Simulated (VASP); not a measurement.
# CsCl (Pm-3m) in VASP: further runs

Aim: see how the results for CsCl move with the level of theory and the settings. Levels: PBE, LDA. Tasks: single point.

Everything below comes from runs of VASP 6.6.1. Logs are shortened: lines on timing, memory, paths and dates and some standing lists are left out, and cuts for length are marked.

## Step 1: The cell of the first run

Symmetry: Pm-3m, No. 221, cubic system. Conventional cell: a = 4.141 Å, b = 4.141 Å, c = 4.141 Å, α = 90.00°, β = 90.00°, γ = 90.00°. Within 4.7 Å of Cs (site symmetry m-3m) lie 8 Cl at 3.59 Å and 6 Cs at 4.14 Å. Within 4.7 Å of Cl (site symmetry m-3m) lie 8 Cs at 3.59 Å and 6 Cl at 4.14 Å.

## Step 2: Single point, PBE

File INCAR:

```
SYSTEM = CsCl
PREC     = Accurate       ! precision mode
ENCUT    = 500            ! plane-wave cutoff, eV
EDIFF    = 1E-6           ! SCF threshold, eV
ISMEAR   = 0              ! smearing method
SIGMA    = 0.01           ! smearing width, eV
LREAL    = .FALSE.        ! projectors in reciprocal space
LASPH    = .TRUE.         ! aspherical terms in the spheres
NELM     = 120            ! most SCF steps
ALGO     = Normal         ! electronic algorithm
ISIF     = 2              ! what is computed and relaxed
LWAVE    = .FALSE.        ! write WAVECAR
LCHARG   = .TRUE.         ! write CHGCAR
GGA      = PE             ! functional
LELF     = .TRUE.         ! ELF
LVHAR    = .TRUE.       
NBANDS   = 15             ! bands
GGA_COMPAT= .FALSE.
```

File KPOINTS:

```
Automatic mesh
0
G
  4 4 4
  0 0 0
```

File POSCAR:

```
CsCl
1.0
    4.1406759294      0.0000000000      0.0000000000
    0.0000000000      4.1406759294      0.0000000000
    0.0000000000      0.0000000000      4.1406759294
Cs Cl
1 1
Direct
    0.0000000000      0.0000000000      0.0000000000
    0.5000000000      0.5000000000      0.5000000000
```

Potentials or basis: VASP PAW PBE potentials, release 64 (Cs_sv, Cl).

On the command line:

```console
$ cat potpaw_PBE.64/Cs_sv/POTCAR potpaw_PBE.64/Cl/POTCAR > POTCAR
$ mpirun -np 1 vasp_std > vasp.out
```

OUTCAR:

```text
SYSTEM = CsCl
   PREC = Accurate
   ENCUT = 500
   EDIFF = 1E-6
   ISMEAR = 0
   LREAL = .FALSE.
   LASPH = .TRUE.
   NELM = 120
   ISIF = 2
   GGA = PE

 ion  position               nearest neighbor table
   1  0.000  0.000  0.000-
   2  0.500  0.500  0.500-

  LATTYP: Found a simple cubic cell.
 ALAT       =     4.1406759294

  Lattice vectors:

 A1 = (   4.1406759294,   0.0000000000,   0.0000000000)
 A2 = (   0.0000000000,   4.1406759294,   0.0000000000)
 A3 = (   0.0000000000,   0.0000000000,   4.1406759294)

Analysis of symmetry for initial positions (statically):
=====================================================================
 Subroutine PRICEL returns:
 Original cell was already a primitive cell.

 Routine SETGRP: Setting up the symmetry group for a
 simple cubic supercell.

 Subroutine GETGRP returns: Found 48 space group operations
[... 9 lines left out ...]

 Routine SETGRP: Setting up the symmetry group for a
 simple cubic supercell.

 Subroutine GETGRP returns: Found 48 space group operations
[... 11 lines left out ...]
                                     Primitive cell

  volume of cell :      70.9927

  direct lattice vectors                    reciprocal lattice vectors
     4.140675929  0.000000000  0.000000000     0.241506463  0.000000000  0.000000000
     0.000000000  4.140675929  0.000000000     0.000000000  0.241506463  0.000000000
     0.000000000  0.000000000  4.140675929     0.000000000  0.000000000  0.241506463

  length of vectors
     4.140675929  4.140675929  4.140675929     0.241506463  0.241506463  0.241506463

  position of ions in fractional coordinates (direct lattice)
     0.000000000  0.000000000  0.000000000
     0.500000000  0.500000000  0.500000000

  ion indices of the primitive-cell ions
   primitive index   ion index
                 1           1
                 2           2

----------------------------------------------------------------------------------------

 KPOINTS: Automatic mesh

Automatic generation of k-mesh.
 Grid dimensions read from file:
 generate k-points for:    4    4    4

 Generating k-lattice:

  Cartesian coordinates                     Fractional coordinates (reciprocal lattice)
     0.060376616  0.000000000  0.000000000     0.250000000  0.000000000  0.000000000
     0.000000000  0.060376616  0.000000000     0.000000000  0.250000000  0.000000000
     0.000000000  0.000000000  0.060376616     0.000000000  0.000000000  0.250000000

  Length of vectors
     0.060376616  0.060376616  0.060376616

  Shift w.r.t. Gamma in fractional coordinates (k-lattice)
     0.000000000  0.000000000  0.000000000

 Subroutine IBZKPT returns following result:
 ===========================================

 Found     10 irreducible k-points:

 Following reciprocal coordinates:
            Coordinates               Weight
  0.000000  0.000000  0.000000      1.000000
  0.250000  0.000000  0.000000      6.000000
  0.500000  0.000000  0.000000      3.000000
  0.250000  0.250000  0.000000     12.000000
  0.500000  0.250000  0.000000     12.000000
  0.500000  0.500000  0.000000      3.000000
  0.250000  0.250000  0.250000      8.000000
  0.500000  0.250000  0.250000     12.000000
  0.500000  0.500000  0.250000      6.000000
  0.500000  0.500000  0.500000      1.000000
   k-points           NKPTS =     10   k-points in BZ     NKDIM =     10   number of bands    NBANDS=     15
   number of dos      NEDOS =    301   number of ions     NIONS =      2
   total plane-waves  NPLWV =  27000
   dimension x,y,z NGX =    30 NGY =   30 NGZ =   30
   dimension x,y,z NGXF=    60 NGYF=   60 NGZF=   60
   ions per type =               1   1
   NGX,Y,Z   is equivalent  to a cutoff of  12.04, 12.04, 12.04 a.u.
   NGXF,Y,Z  is equivalent  to a cutoff of  24.09, 24.09, 24.09 a.u.
 SYSTEM =  CsCl
   PREC   = accura    normal or accurate (medium, high low for compatibility)
   ISTART =      0    job   : 0-new  1-cont  2-samecut
   ICHARG =      2    charge: 1-file 2-atom 10-const
   ISPIN  =      1    spin polarized calculation?
   LNONCOLLINEAR =      F non collinear calculations
   LSORBIT =      F    spin-orbit coupling
   LASPH  =      T    aspherical Exc in radial PAW
   ENCUT  =  500.0 eV  36.75 Ry    6.06 a.u.   7.55  7.55  7.55*2*pi/ulx,y,z
   NELM   =    120;   NELMIN=  2; NELMDL= -5     # of ELM steps
   EDIFF  = 0.1E-05   stopping-criterion for ELM
   LREAL  =      F    real-space projection
   EDIFFG = 0.1E-04   stopping-criterion for IOM
   NSW    =      0    number of steps for IOM
   IBRION =     -1    ionic relax: 0-MD 1-quasi-New 2-CG
   NFREE  =      0    steps in history (QN), initial steepest desc. (CG)
   ISIF   =      2    stress and relaxation
   ISYM   =      2    0-nonsym 1-usesym 2-fastsym
   POTIM  = 0.5000    time-step for ionic-motion
   TEBEG  =    0.0;   TEEND  =   0.0 temperature during run
   PSTRESS=    0.0 pullay stress
   NELECT =      16.0000    total number of electrons
   NUPDOWN=      -1.0000    fix difference up-down
   EMIN   =  10.00;   EMAX   =-10.00  energy-range for DOS
   EFERMI =   0.00;   METHOD = LEGACY
   ISMEAR =     0;   SIGMA  =   0.01  broadening in eV -4-tet -1-fermi 0-gaus
   EFERMI_NEDOS =   21; number of points for ismear=-14 and -15
   IALGO  =     38    algorithm
   IMIX   =      4    mixing-type and parameters
     AMIX     =   0.40;   BMIX     =  1.00
     AMIX_MAG =   1.60;   BMIX_MAG =  1.00
  volume/ion in A,a.u.               =      35.50       239.54
  Fermi-wavevector in a.u.,A,eV,Ry     =   0.996270  1.882677 13.504507  0.992553
  Thomas-Fermi vector in A             =   2.128347
   LORBIT       =      0    0 simple, 1 ext, 2 COOP (PROOUT), +10 PAW based schemes
   GGA     = PE    functional components
   LHFCALC =     F    Hartree Fock is set to
   AEXX    =    0.0000 exact exchange contribution
   IVDW    =     0    specifies the selected vdW correction
   LEPSILON=     F    determine dielectric tensor
   LRPA    =     F    only Hartree local field effects (RPA)
 non-spin polarized calculation
 Gauss-broadening in eV      SIGMA  =   0.01
  energy-cutoff  :      500.00
  volume of cell :       70.99
 maximum number of plane-waves:      1856
   NGX = 15   NGY = 15   NGZ = 15

 number of electron      15.9999997 magnetization

 Free energy of the ion-electron system (eV)
  ---------------------------------------------------
  ext. energy  EPLUGINS =         0.00000000
  ---------------------------------------------------
  free energy    TOTEN  =        -6.53182136 eV

  energy without entropy =       -6.53182136  energy(sigma->0) =       -6.53182136

 E-fermi :  -0.2756     XC(G=0):  -8.1982

 val. band max:       -0.3826429626   @ k =   0.0000   0.0000   0.0000
 cond. band min:       4.8192346019   @ k =   0.0000   0.0000   0.0000
 fundamental gap:      5.2018775645
 Fermi energy:        -0.2755749340

 k-point     1 :       0.0000    0.0000    0.0000
  band No.  band energies     occupation
      1     -19.7827      2.00000
      2     -12.5430      2.00000
      3      -6.2784      2.00000
      4      -6.2784      2.00000
      5      -6.2784      2.00000
      6      -0.3826      2.00000
      7      -0.3826      2.00000
      8      -0.3826      2.00000
      9       4.8192      0.00000
     10       5.0225      0.00000
     11       5.0225      0.00000
     12       9.5979      0.00000
     13       9.5979      0.00000
     14       9.5979      0.00000
     15      12.7758      0.00000

 k-point     2 :       0.2500    0.0000    0.0000
  band No.  band energies     occupation
      1     -19.7442      2.00000
      2     -12.5615      2.00000
      3      -6.5555      2.00000
      4      -6.2124      2.00000
      5      -6.2124      2.00000
      6      -1.0168      2.00000
      7      -0.4923      2.00000
      8      -0.4923      2.00000
      9       5.4171      0.00000
     10       5.9750      0.00000
     11       6.4425      0.00000
     12       9.2321      0.00000
     13       9.2321      0.00000
     14       9.9269      0.00000
     15      10.4443      0.00000

 k-point     3 :       0.5000    0.0000    0.0000
  band No.  band energies     occupation
      1     -19.7050      2.00000
      2     -12.5838      2.00000
      3      -6.7954      2.00000
      4      -6.1435      2.00000
      5      -6.1435      2.00000
      6      -1.5238      2.00000
      7      -0.6079      2.00000
      8      -0.6079      2.00000
      9       6.0232      0.00000
     10       7.1636      0.00000
     11       8.4201      0.00000
     12       8.8903      0.00000
     13       9.0662      0.00000
     14       9.0662      0.00000
     15      10.3875      0.00000

 k-point     4 :       0.2500    0.2500    0.0000
  band No.  band energies     occupation
      1     -19.7085      2.00000
      2     -12.5410      2.00000
      3      -6.6720      2.00000
      4      -6.4925      2.00000
      5      -6.1579      2.00000
      6      -1.0582      2.00000
      7      -0.6327      2.00000
      8      -0.5047      2.00000
      9       5.8717      0.00000
     10       6.4856      0.00000
     11       7.1747      0.00000
     12       8.3788      0.00000
     13       8.7954      0.00000
     14       9.4687      0.00000
     15      11.0247      0.00000

 k-point     5 :       0.5000    0.2500    0.0000
  band No.  band energies     occupation
      1     -19.6721      2.00000
      2     -12.5222      2.00000
      3      -6.9056      2.00000
      4      -6.6179      2.00000
      5      -6.1018      2.00000
      6      -1.1399      2.00000
      7      -0.7264      2.00000
      8      -0.5224      2.00000
      9       6.0229      0.00000
     10       6.5378      0.00000
     11       8.1215      0.00000
     12       8.2180      0.00000
     13       8.4661      0.00000
     14       9.9557      0.00000
     15      11.3738      0.00000

 k-point     6 :       0.5000    0.5000    0.0000
  band No.  band energies     occupation
      1     -19.6386      2.00000
      2     -12.4580      2.00000
      3      -7.0222      2.00000
      4      -7.0222      2.00000
      5      -6.0593      2.00000
      6      -0.8068      2.00000
      7      -0.8068      2.00000
      8      -0.4320      2.00000
      9       5.5542      0.00000
     10       5.6310      0.00000
     11       7.5820      0.00000
     12       7.5820      0.00000
     13      11.4528      0.00000
     14      11.4528      0.00000
     15      11.7524      0.00000

 k-point     7 :       0.2500    0.2500    0.2500
  band No.  band energies     occupation
      1     -19.6745      2.00000
      2     -12.5063      2.00000
      3      -6.5821      2.00000
      4      -6.5821      2.00000
      5      -6.5095      2.00000
      6      -0.8410      2.00000
      7      -0.8410      2.00000
      8      -0.8281      2.00000
      9       7.1573      0.00000
     10       7.3276      0.00000
     11       7.3276      0.00000
     12       7.9925      0.00000
     13       8.0857      0.00000
     14       8.0857      0.00000
     15      12.9336      0.00000

 k-point     8 :       0.5000    0.2500    0.2500
  band No.  band energies     occupation
      1     -19.6400      2.00000
      2     -12.4718      2.00000
      3      -6.9061      2.00000
      4      -6.5812      2.00000
      5      -6.4866      2.00000
      6      -1.1039      2.00000
      7      -1.0556      2.00000
      8      -0.6435      2.00000
      9       6.7152      0.00000
     10       7.2684      0.00000
     11       7.4902      0.00000
     12       7.9796      0.00000
     13       8.6520      0.00000
     14      10.2736      0.00000
     15      12.2991      0.00000

 k-point     9 :       0.5000    0.5000    0.2500
  band No.  band energies     occupation
      1     -19.6075      2.00000
      2     -12.4197      2.00000
      3      -6.9130      2.00000
      4      -6.9130      2.00000
      5      -6.4467      2.00000
      6      -1.1281      2.00000
      7      -1.1281      2.00000
      8      -0.9914      2.00000
      9       6.8058      0.00000
     10       7.2085      0.00000
     11       7.7416      0.00000
     12       7.7416      0.00000
     13      10.8163      0.00000
     14      10.8163      0.00000
     15      11.8561      0.00000

 k-point    10 :       0.5000    0.5000    0.5000
  band No.  band energies     occupation
      1     -19.5760      2.00000
      2     -12.3807      2.00000
      3      -6.7948      2.00000
      4      -6.7948      2.00000
      5      -6.7948      2.00000
      6      -1.4471      2.00000
      7      -1.4471      2.00000
      8      -1.4471      2.00000
      9       8.0554      0.00000
     10       8.0554      0.00000
     11       8.0554      0.00000
     12      10.0710      0.00000
     13      10.0710      0.00000
     14      10.0710      0.00000
     15      11.9667      0.00000

------------------------ aborting loop because EDIFF is reached ----------------------------------------

  FORCE on cell =-STRESS in cart. coord.  units (eV):
  Direction    XX          YY          ZZ          XY          YZ          ZX
  --------------------------------------------------------------------------------------
  -------------------------------------------------------------------------------------
  Total        0.3464629      0.3464629      0.3464629     -0.0000000      0.0000000      0.0000000
  in kB        7.8190433      7.8190433      7.8190433     -0.0000000      0.0000000      0.0000000
  external PRESSURE =       7.8190433 kB  Pullay stress =       0.0000000 kB

 VOLUME and BASIS-vectors are now :
 -----------------------------------------------------------------------------
  energy-cutoff  :      500.00
  volume of cell :       70.99
      direct lattice vectors                 reciprocal lattice vectors
     4.140675929  0.000000000  0.000000000     0.241506463  0.000000000  0.000000000
     0.000000000  4.140675929  0.000000000     0.000000000  0.241506463  0.000000000
     0.000000000  0.000000000  4.140675929     0.000000000  0.000000000  0.241506463

 POSITION                                       TOTAL-FORCE (eV/Angst)
 -----------------------------------------------------------------------------------
      0.00000      0.00000      0.00000         0.000000      0.000000      0.000000
      2.07034      2.07034      2.07034         0.000000      0.000000      0.000000
 -----------------------------------------------------------------------------------
    total drift:                                0.000000      0.000000      0.000000

  FREE ENERGIE OF THE ION-ELECTRON SYSTEM (eV)
  ---------------------------------------------------
  free  energy   TOTEN  =        -6.5318213564 eV

  energy  without entropy=       -6.5318213564  energy(sigma->0) =       -6.53182136
```

It took 5 s on 1 thread of AMD EPYC 9R45 (Zen 5), shared host; peak memory 0.13 GiB.

Results:

| Quantity | Value |
| --- | --- |
| Free energy | -6.5318 eV |
| Pressure | 0.8 GPa |
| Band gap on the k mesh | 5.20 eV, direct |

Caveat: spin-orbit coupling is left out, which moves the levels of the heavy elements.

(Part 1 of 2 ends here.)
